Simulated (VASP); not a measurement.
Set up this calculation in VASP 6.6.1, as the native input.

```yaml
Task: single point
Functional: PBE
Dispersion: D3(BJ)
Potentials_or_basis: VASP PAW PBE potentials, release 64 (Nb_sv)
Cutoff: 480 eV
k_mesh: 2 × 2 × 2
Occupations: fermi-dirac, width 0.36 eV
Spin: no spin polarisation
Dipole_correction: no
Second_try: not_converged
Further_INCAR_settings: ALGO = All; EDIFF = 1e-06; NBANDS = 118
```

The structure of Nb lies in POSCAR:

```
Nb
1.0
    6.7082160000      0.0000000000      0.0000000000
    0.0000000000      6.7082160000      0.0000000000
    0.0000000000      0.0000000000      6.7082160000
Nb
16
Direct
    0.0420081882      0.0093616544     -0.0163083598
    0.5023690352      0.0422914229      0.0547388456
    0.0080796444      0.5070051412     -0.0064398642
    0.0580929416     -0.0185295166      0.4786369431
    0.2415396284      0.2426427533      0.2687599803
    0.4574837781      0.4718393087      0.0110908772
    0.5565712255     -0.0085417643      0.5365211854
    0.7883616151      0.2187764974      0.2411073227
   -0.0274141441      0.5132064919      0.5200339405
    0.2443868832      0.7386017385      0.2656443979
    0.2817291512      0.2721587975      0.7436105218
    0.4817972468      0.5450182284      0.4953477944
    0.7488727256      0.7348600582      0.2311195704
    0.7786123762      0.2574454967      0.7257667314
    0.2537783518      0.7404353110      0.7512131392
    0.7472329454      0.7953381346      0.7756607718
```

The input as run:

INCAR

```
ALGO = All ; EDIFF = 1E-6
ENCUT = 480 ; GGA = PE
GGA_COMPAT = F ; ISEARCH = 1
ISIF = 2 ; ISMEAR = -1
IVDW = 12 ; KPAR = 2
LASPH = T ; LCHARG = F
LREAL = F ; LWAVE = F
NBANDS = 118 ; NELM = 300
PREC = Accurate ; SIGMA = 0.36
```

KPOINTS

```
k-points
0
Gamma
  2 2 2
```

Potentials or basis: VASP PAW PBE potentials, release 64 (Nb_sv).

Run with:

```sh
$ cat potpaw_PBE.64/Nb_sv/POTCAR > POTCAR
$ mpirun -np 4 vasp_std > vasp.out
```

Results of the run:

| Quantity | Value |
| --- | --- |
| Pressure | -5.2 GPa |
| Largest force | 3.352 eV/Å |
| Band gap on the k mesh | zero (bands 104 and 105 overlap by 1.07 eV) |
| Dispersion energy per atom | -0.702 eV |

Caveat: the k points lie up to 0.47 Å⁻¹ apart, too coarse for converged energies and pressures of a metal; so wide a smearing shifts energies and pressures; forces of over 1 eV/Å act on the atoms, so gaps and moduli don't describe the material at rest.

It took 14 min on 4 MPI ranks on Intel(R) Xeon(R) Platinum 8488C (Sapphire Rapids), with other jobs on the host, peak memory 0.4 GiB a rank.
